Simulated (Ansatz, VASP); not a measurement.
Nb2SnTe3 in VASP and in Ansatz

Contents of INCAR:

```
PREC     = Accurate       # precision mode
ENCUT    = 520            # plane-wave cutoff, eV
EDIFF    = 1E-6           # SCF threshold, eV
ISMEAR   = 0              # smearing method
SIGMA    = 0.1            # smearing width, eV
LREAL    = F              # projectors in reciprocal space
LASPH    = T              # aspherical terms in the spheres
NELM     = 100            # most SCF steps
ALGO     = Normal         # electronic algorithm
ISIF     = 2              # what is computed and relaxed
LWAVE    = F              # write WAVECAR
LCHARG   = T              # write CHGCAR
GGA      = PE             # functional
LELF     = T              # ELF
LVHAR    = T            
NBANDS   = 38             # bands
```

File KPOINTS:

```
regular mesh
0
Gamma
  4 4 2
```

File POSCAR:

```
Nb2SnTe3
1.0
    4.0962484500      0.0000000000      0.0000000000
    0.0000000000      4.0962484500      0.0000000000
    0.0000000000      0.0000000000      8.6962792300
Nb Sn Te
2 1 3
Direct
    0.5000000000      0.5000000000      0.7286009800
    0.0000000000      0.0000000000      0.2702390000
    0.0000000000      0.0000000000      0.6251500200
    0.5000000000      0.0000000000      0.9985610200
    0.0000000000      0.5000000000      0.9985610200
    0.5000000000      0.5000000000      0.3788870000
```

Input for Ansatz:

```yaml
crystal:
  lattice:
    - [4.09624845, 0.0, 0.0]
    - [0.0, 4.09624845, 0.0]
    - [0.0, 0.0, 8.69627923]
  atoms:
    - { symbol: Nb, position: [0.5, 0.5, 0.72860098] }
    - { symbol: Nb, position: [0.0, 0.0, 0.270239] }
    - { symbol: Sn, position: [0.0, 0.0, 0.62515002] }
    - { symbol: Te, position: [0.5, 0.0, 0.99856102] }
    - { symbol: Te, position: [0.0, 0.5, 0.99856102] }
    - { symbol: Te, position: [0.5, 0.5, 0.378887] }
basis:
  ecutwfc: 420
kpoints:
  mp_grid: { grid: [4, 4, 2] }
hamiltonian:
  xc: pbe
scf:
  occupations: { method: gaussian, width: 0.1 }
  lower_state_search: "off"
output:
  forces: true
  stress: true
  eigenvalues: true
```

Change from the starting cell: species swapped into the Zr2As3S type (P4mm, No. 99).

Alike in both runs: task single point; functional PBE; k mesh 4 × 4 × 2; occupations gaussian, width 0.1 eV; no spin polarisation.

```csv
,VASP,Ansatz
version,VASP 6.6.1,Ansatz 0.2.0
potentials or method,"VASP PAW PBE potentials, release 64 (Nb_sv, Sn_d, Te), cutoff 520 eV","scalar-relativistic, plane waves, PAW"
valence electrons in the cell,58,88
```

VASP gave:

| Item | Value |
| --- | --- |
| gap on the k mesh at the Fermi level (eV) | none |
| pressure (GPa) | 0.0 |
| traceless stress, the component that is largest in VASP (GPa) | -6.18 |
| rms of the force components (eV/Å) | 0.274 |

What did Ansatz give for the same quantities?

gap on the k mesh at the Fermi level (eV): none; pressure (GPa): 0.1; traceless stress, the component that is largest in VASP (GPa): -6.15; rms of the force components (eV/Å): 0.274.

Atom by atom the forces differ by 0.001 eV/Å (rms over components). A gap of «none» marks a metal or a gap that the smearing closes. VASP's potentials hold 58 valence electrons a cell and Ansatz's 88, so a difference there can come from the potentials and not from the codes.

The k mesh is coarse, so the values compare programs but aren't converged. Neither program's run includes spin-orbit coupling.
